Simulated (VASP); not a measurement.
Set up this calculation in VASP 6.6.1, as the native input.

| Quantity | Value |
| --- | --- |
| Task | single point |
| Functional | PBEsol |
| Potentials or basis | VASP PAW PBE potentials, release 64 (As) |
| Cutoff | 520 eV |
| k mesh | 15 × 15 × 15 |
| Occupations | gaussian, width 0.1 eV |
| Spin | no spin polarisation |
| Dipole correction | no |
| Further INCAR settings | ALGO = Normal; EDIFF = 1e-06; NBANDS = 12 |

The structure of As lies in POSCAR:

```
As
1.0
    1.8906699445      1.0915788014      3.3674589128
   -1.8906699445      1.0915788014      3.3674589128
    0.0000000000     -2.1831576029      3.3674589127
As
2
Direct
    0.7698033593      0.7698033593      0.7698033593
    0.2301966407      0.2301966407      0.2301966407
```

One way to write it, as run:

INCAR

```
SYSTEM = As
ALGO = Normal
EDIFF = 1E-6
ENCUT = 520
GGA = PS
ISIF = 2
ISMEAR = 0
LASPH = .TRUE.
LCHARG = .FALSE.
LREAL = .FALSE.
LWAVE = .FALSE.
NBANDS = 12
NELM = 100
PREC = Accurate
SIGMA = 0.1
```

KPOINTS

```
k-points
0
G
  15 15 15
  0 0 0
```

Potentials or basis: VASP PAW PBE potentials, release 64 (As).

Launch:

```console
$ cat potpaw_PBE.64/As/POTCAR > POTCAR
$ mpirun -np 1 vasp_std > vasp.out
```

It gave:

| Quantity | Value |
| --- | --- |
| Pressure | 0.4 GPa |
| Largest force | 0.057 eV/Å |
| Band gap on the k mesh | zero (bands 5 and 6 overlap by 0.14 eV) |

Caveat: the PAW data sets were made with another functional, which shifts forces and pressure a little.

Run time: 55 s on 1 thread of Intel(R) Xeon(R) 6975P-C (Granite Rapids) (shared host), peak memory 0.28 GiB.
